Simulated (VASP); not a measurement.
# AlGa2As3 (I-4m2) in VASP: a series of runs

The runs below take AlGa2As3 through relaxation of cell and atoms, single point, with PBE.

Program: VASP 6.6.1. These are calculated values, not measurements. Logs are shortened: lines on timing, memory, paths and dates and some standing lists are left out, and cuts for length are marked.

### Step 1. The cell of the first run

Symmetry: I-4m2, No. 119, tetragonal system. The conventional cell has a = 3.884 Å, b = 3.884 Å, c = 16.480 Å, α = 90.00°, β = 90.00°, γ = 90.00°. Within 3.1 Å of Al (site symmetry -4m2) lie 4 As at 2.38 Å. Within 3.1 Å of Ga (site symmetry 2mm) lie 4 As at 2.38 Å. Within 3.1 Å of As (site symmetry 2mm) lie 2 Al at 2.38 Å and 2 Ga at 2.38 Å. Within 3.1 Å of As (site symmetry -4m2) lie 4 Ga at 2.38 Å.

### Step 2. Relaxation of cell and atoms, PBE

INCAR reads:

```
ALGO = Normal
EDIFF = 1E-6
EDIFFG = -0.04
ENCUT = 600
GGA = PE
IBRION = 2
ISIF = 3
ISMEAR = 0
LASPH = True
LCHARG = False
LREAL = False
LWAVE = False
NELM = 80
NSW = 90
PREC = Accurate
SIGMA = 0.1
```

KPOINTS reads:

```
k-points
0
Gamma
  6 6 6
```

POSCAR reads:

```
AlGa2As3
1.0
   -1.9421898000      1.9421898000      8.2400134700
    1.9421898000     -1.9421898000      8.2400134700
    1.9421898000      1.9421898000     -8.2400134700
Al Ga As
1 2 3
Direct
    0.5000000000      0.5000000000      0.0000000000
    0.8333333300      0.8333333300      0.0000000000
    0.1666666700      0.1666666700      0.0000000000
    0.5833333300      0.0833333300      0.5000000000
    0.2500000000      0.7500000000      0.5000000000
    0.9166666700      0.4166666700      0.5000000000
```

Potentials or basis: VASP PAW PBE potentials, release 64 (Al, Ga_d, As).

Started as:

```console
$ cat potpaw_PBE.64/Al/POTCAR potpaw_PBE.64/Ga_d/POTCAR potpaw_PBE.64/As/POTCAR > POTCAR
$ mpirun -np 1 vasp_std > vasp.out
```

OUTCAR:

```text
EDIFF = 1E-6
   EDIFFG = -0.04
   ENCUT = 600
   GGA = PE
   IBRION = 2
   ISIF = 3
   ISMEAR = 0
   LASPH = True
   LREAL = False
   NELM = 80
   NSW = 90
   PREC = Accurate

 ion  position               nearest neighbor table
   1  0.500  0.500  0.000-   4 2.38   6 2.38   4 2.38   6 2.38
   2  0.833  0.833  0.000-   5 2.38   5 2.38   6 2.38   6 2.38
   3  0.167  0.167  0.000-   5 2.38   5 2.38   4 2.38   4 2.38
   4  0.583  0.083  0.500-   1 2.38   1 2.38   3 2.38   3 2.38
   5  0.250  0.750  0.500-   2 2.38   3 2.38   2 2.38   3 2.38
   6  0.917  0.417  0.500-   1 2.38   1 2.38   2 2.38   2 2.38

  LATTYP: Found a body centered tetragonal cell.
 ALAT       =     3.8843796000
 C/A-ratio  =     4.2426406884

  Lattice vectors:

 A1 = (  -1.9421898000,   1.9421898000,   8.2400134700)
 A2 = (   1.9421898000,  -1.9421898000,   8.2400134700)
 A3 = (   1.9421898000,   1.9421898000,  -8.2400134700)

Analysis of symmetry for initial positions (statically):
=====================================================================
 Subroutine PRICEL returns:
 Original cell was already a primitive cell.

 Routine SETGRP: Setting up the symmetry group for a
 body centered tetragonal supercell.

 Subroutine GETGRP returns: Found  8 space group operations
 (whereof  8 operations were pure point group operations)
 out of a pool of 16 trial point group operations.

The static configuration has the point symmetry D_2d.

Analysis of symmetry for dynamics (positions and initial velocities):
=====================================================================
 Subroutine PRICEL returns:
 Original cell was already a primitive cell.

 Routine SETGRP: Setting up the symmetry group for a
 body centered tetragonal supercell.

 Subroutine GETGRP returns: Found  8 space group operations
 (whereof  8 operations were pure point group operations)
 out of a pool of 16 trial point group operations.

The dynamic configuration has the point symmetry D_2d.

 Subroutine INISYM returns: Found  8 space group operations
 (whereof  8 operations are pure point group operations),
 and found     1 'primitive' translations

----------------------------------------------------------------------------------------

                                     Primitive cell

  volume of cell :     124.3287

  direct lattice vectors                    reciprocal lattice vectors
    -1.942189800  1.942189800  8.240013470     0.000000000  0.257441369  0.060679512
     1.942189800 -1.942189800  8.240013470     0.257441369  0.000000000  0.060679512
     1.942189800  1.942189800 -8.240013470     0.257441369  0.257441369  0.000000000

  length of vectors
     8.685736838  8.685736838  8.685736838     0.264495863  0.264495863  0.364077075

  position of ions in fractional coordinates (direct lattice)
     0.500000000  0.500000000  0.000000000
     0.833333330  0.833333330  0.000000000
     0.166666670  0.166666670  0.000000000
     0.583333330  0.083333330  0.500000000
     0.250000000  0.750000000  0.500000000
[... 75 lines left out ...]
   ICHARG =      2    charge: 1-file 2-atom 10-const
   ISPIN  =      1    spin polarized calculation?
   LNONCOLLINEAR =      F non collinear calculations
   LSORBIT =      F    spin-orbit coupling
   LASPH  =      T    aspherical Exc in radial PAW
   ENCUT  =  600.0 eV  44.10 Ry    6.64 a.u.  17.35 17.35 17.35*2*pi/ulx,y,z
   NELM   =     80;   NELMIN=  2; NELMDL= -5     # of ELM steps
   EDIFF  = 0.1E-05   stopping-criterion for ELM
   LREAL  =      F    real-space projection
   EDIFFG = -.4E-01   stopping-criterion for IOM
   NSW    =     90    number of steps for IOM
   IBRION =      2    ionic relax: 0-MD 1-quasi-New 2-CG
   NFREE  =      1    steps in history (QN), initial steepest desc. (CG)
   ISIF   =      3    stress and relaxation
   ISYM   =      2    0-nonsym 1-usesym 2-fastsym
   POTIM  = 0.5000    time-step for ionic-motion
   TEBEG  =    0.0;   TEEND  =   0.0 temperature during run
   PSTRESS=    0.0 pullay stress
   NELECT =      44.0000    total number of electrons
   NUPDOWN=      -1.0000    fix difference up-down
   EMIN   =  10.00;   EMAX   =-10.00  energy-range for DOS
   EFERMI =   0.00;   METHOD = LEGACY
   ISMEAR =     0;   SIGMA  =   0.10  broadening in eV -4-tet -1-fermi 0-gaus
   EFERMI_NEDOS =   21; number of points for ismear=-14 and -15
   IALGO  =     38    algorithm
   IMIX   =      4    mixing-type and parameters
     AMIX     =   0.40;   BMIX     =  1.00
     AMIX_MAG =   1.60;   BMIX_MAG =  1.00
  volume/ion in A,a.u.               =      20.72       139.84
  Fermi-wavevector in a.u.,A,eV,Ry     =   1.157982  2.188270 18.244369  1.340923
  Thomas-Fermi vector in A             =   2.294589
   LORBIT       =      0    0 simple, 1 ext, 2 COOP (PROOUT), +10 PAW based schemes
   GGA     = PE    functional components
   LHFCALC =     F    Hartree Fock is set to
   AEXX    =    0.0000 exact exchange contribution
   IVDW    =     0    specifies the selected vdW correction
   LEPSILON=     F    determine dielectric tensor
   LRPA    =     F    only Hartree local field effects (RPA)
 conjugate gradient relaxation of ions
 non-spin polarized calculation
 Gauss-broadening in eV      SIGMA  =   0.10
  energy-cutoff  :      600.00
  volume of cell :      124.33
 maximum number of plane-waves:      4180
 NGX is ok and might be reduce to    70
   NGX = 35   NGY = 35   NGZ = 35

--------------------------------------- Ionic step        1  -------------------------------------------

 number of electron      44.0000001 magnetization

 Free energy of the ion-electron system (eV)
  ---------------------------------------------------
  ext. energy  EPLUGINS =         0.00000000
  ---------------------------------------------------
  free energy    TOTEN  =       -25.34066756 eV

  energy without entropy =      -25.34066756  energy(sigma->0) =      -25.34066756

 E-fermi :   5.1974     XC(G=0):  -9.7868

 val. band max:        4.7556510350   @ k =   0.0000   0.0000   0.0000
 cond. band min:       6.0125631252   @ k =   0.5000   0.5000   0.0000
 fundamental gap:      1.2569120902
 Fermi energy:         5.1974236318

 k-point     1 :       0.0000    0.0000    0.0000
  band No.  band energies     occupation
      1     -10.1997      2.00000
      2     -10.1217      2.00000
      3     -10.0666      2.00000
      4     -10.0666      2.00000
      5     -10.0339      2.00000
      6     -10.0339      2.00000
[... 846 lines left out ...]
--------------------------------------- Ionic step        5  -------------------------------------------

 number of electron      44.0000004 magnetization

 Free energy of the ion-electron system (eV)
  ---------------------------------------------------
  ext. energy  EPLUGINS =         0.00000000
  ---------------------------------------------------
  free energy    TOTEN  =       -25.90552307 eV

  energy without entropy =      -25.90552303  energy(sigma->0) =      -25.90552305

 E-fermi :   3.8270     XC(G=0):  -9.2075

 val. band max:        3.5046976420   @ k =   0.0000   0.0000   0.0000
 cond. band min:       4.1361067739   @ k =   0.0000   0.0000   0.0000
 fundamental gap:      0.6314091319
 Fermi energy:         3.8269821992

 k-point     1 :       0.0000    0.0000    0.0000
  band No.  band energies     occupation
      1     -11.1725      2.00000
      2     -11.1236      2.00000
      3     -11.0913      2.00000
      4     -11.0913      2.00000
      5     -11.0707      2.00000
      6     -11.0707      2.00000
[... 720 lines left out ...]
  FREE ENERGIE OF THE ION-ELECTRON SYSTEM (eV)
  ---------------------------------------------------
  free  energy   TOTEN  =       -25.9055230663 eV

  energy  without entropy=      -25.9055230285  energy(sigma->0) =      -25.90552305

 reached required accuracy - stopping structural energy minimisation
```

OSZICAR:

```text
N       E                     dE             d eps       ncg     rms          rms(c)
DAV:   1     0.342629977160E+03    0.34263E+03   -0.22067E+04  1562   0.237E+03
DAV:   2     0.175898698857E+02   -0.32504E+03   -0.31897E+03  1740   0.518E+02
DAV:   3    -0.241074391643E+02   -0.41697E+02   -0.40240E+02  1852   0.144E+02
DAV:   4    -0.259340131542E+02   -0.18266E+01   -0.18185E+01  1974   0.302E+01
[... 44 lines left out ...]
DAV:   2    -0.259060818382E+02    0.18241E-02   -0.60978E-03  2120   0.121E+00    0.139E-01
DAV:   3    -0.259055644563E+02    0.51738E-03   -0.93779E-04  2156   0.403E-01    0.303E-02
DAV:   4    -0.259055257441E+02    0.38712E-04   -0.17674E-04  1986   0.153E-01    0.101E-02
DAV:   5    -0.259055233320E+02    0.24120E-05   -0.98984E-06  2130   0.341E-02    0.516E-03
DAV:   6    -0.259055230663E+02    0.26568E-06   -0.19465E-06  1028   0.151E-02
   5 F= -.25905523E+02 E0= -.25905523E+02  d E =-.502085E-03
```

Wall time 11 min (1 thread of Intel Xeon 6975P-C (Granite Rapids), shared host); peak memory 0.82 GiB.

What came out:

```yaml
Free_energy: -25.9055 eV
Relaxed_volume: 23.69 Å³/atom
Relaxed_cell: a = 9.071 Å, b = 9.071 Å, c = 9.071 Å, α = 154.11°, β = 154.11°, γ = 36.94°
Space_group_after_relaxing_to_0.1_Å: I-4m2 (No. 119)
Energy_gained_by_relaxing: 94.1 meV/atom
Ionic_steps: 5
Pressure_after_relaxing: 0.1 GPa
Largest_force_after_relaxing: 0.032 eV/Å
Band_gap_on_the_k_mesh: 0.63 eV
```

Forces in eV/Å, atoms in the order of the input:
```
Al   0.000  0.000  0.000
Ga   0.000  0.000  0.015
Ga   0.000  0.000 -0.015
As   0.000  0.000 -0.032
As   0.000  0.000  0.000
As   0.000  0.000  0.032
```

Stress tensor (GPa, compression positive):
```
 0.09  0.00  0.00
 0.00  0.09  0.00
 0.00  0.00 -0.01
```

Step by step:
| step | energy change (eV) | largest force (eV/Å) | pressure (GPa) | volume (Å³) |
| --- | --- | --- | --- | --- |
| 1 | 0.0000 | 0.0969 | 11.44 | 124.33 |
| 2 | -0.4262 | 0.0616 | -3.81 | 152.91 |
| 3 | -0.5645 | 0.0628 | 0.02 | 142.15 |
| 4 | -0.5644 | 0.0628 | -0.14 | 142.52 |
| 5 | -0.5649 | 0.0316 | 0.06 | 142.12 |

Final structure:
```
Al Ga As
1.0
    -2.03214    2.03214    8.60398
     2.03214   -2.03214    8.60398
     2.03214    2.03214   -8.60398
Al Ga As
1 2 3
Direct
  0.50000 0.50000 0.00000
  0.83327 0.83327 0.00000
  0.16673 0.16673 0.00000
  0.58298 0.08298 0.50000
  0.25000 0.75000 0.50000
  0.91702 0.41702 0.50000
```

Levels at points of the mesh, in eV from the valence-band top:
```
           k point  band 19  band 20  band 21  band 22  band 23  band 24  band 25  band 26
(0.00, 0.00, 0.00)    -1.92    -0.01     0.00     0.00     0.63     1.62     1.96     2.72
(0.50, 0.00, 0.00)    -1.09    -1.01    -0.97    -0.96     1.18     2.46     2.82     4.51
(0.50, 0.50, 0.00)    -2.86    -2.84    -2.36    -2.36     1.53     1.81     3.12     3.39
(0.50, 0.50, 0.50)    -0.96    -0.96    -0.79    -0.79     1.51     1.82     2.46     2.93
```

### Step 3. Single point, PBE

This run uses another cell than the first one, of 23.64 Å³/atom.

INCAR reads:

```
  ALGO = Normal
  EDIFF = 1E-6
  ENCUT = 520
  GGA = PE
  ISIF = 2
  ISMEAR = 0
  LASPH = T
  LCHARG = T
  LELF = T
  LREAL = F
  LVHAR = T
  LWAVE = F
  NBANDS = 31
  NELM = 100
  PREC = Accurate
  SIGMA = 0.02
```

KPOINTS reads:

```
k-points
0
Gamma
  10 10 10
```

POSCAR reads:

```
AlGa2As3
1.0
   -2.0296949574      2.0296949574      8.6074886604
    2.0296949574     -2.0296949574      8.6074886604
    2.0296949574      2.0296949574     -8.6074886604
Al Ga As
1 2 3
Direct
    0.5000000000      0.5000000000      0.0000000000
    0.8334412802      0.8334412802      0.0000000000
    0.1665587198      0.1665587198      0.0000000000
    0.5827517347      0.0827517347      0.5000000000
    0.2500000000      0.7500000000      0.5000000000
    0.9172482653      0.4172482653      0.5000000000
```

Potentials or basis: VASP PAW PBE potentials, release 64 (Al, Ga_d, As).

Started as:

```console
$ cat potpaw_PBE.64/Al/POTCAR potpaw_PBE.64/Ga_d/POTCAR potpaw_PBE.64/As/POTCAR > POTCAR
$ mpirun -np 1 vasp_std > vasp.out
```

It took 13 min on 1 thread of Intel Xeon 6975P-C (Granite Rapids), shared host; peak memory 0.93 GiB.

Results (log left out):

- Free energy: -25.9259 eV
- Pressure: 0.2 GPa
- Band gap on the k mesh: 0.64 eV

Levels at points of the mesh, in eV from the valence-band top:
```tsv
k point	band 20	band 21	band 22	band 23	band 24	band 25
(0.00, 0.00, 0.00)	-0.02	0.00	0.00	0.64	1.63	1.97
(0.50, 0.00, 0.00)	-1.00	-0.98	-0.95	1.18	2.47	2.82
(0.50, 0.50, 0.00)	-2.85	-2.37	-2.37	1.52	1.80	3.11
(0.50, 0.50, 0.50)	-0.96	-0.79	-0.79	1.51	1.82	2.46
```
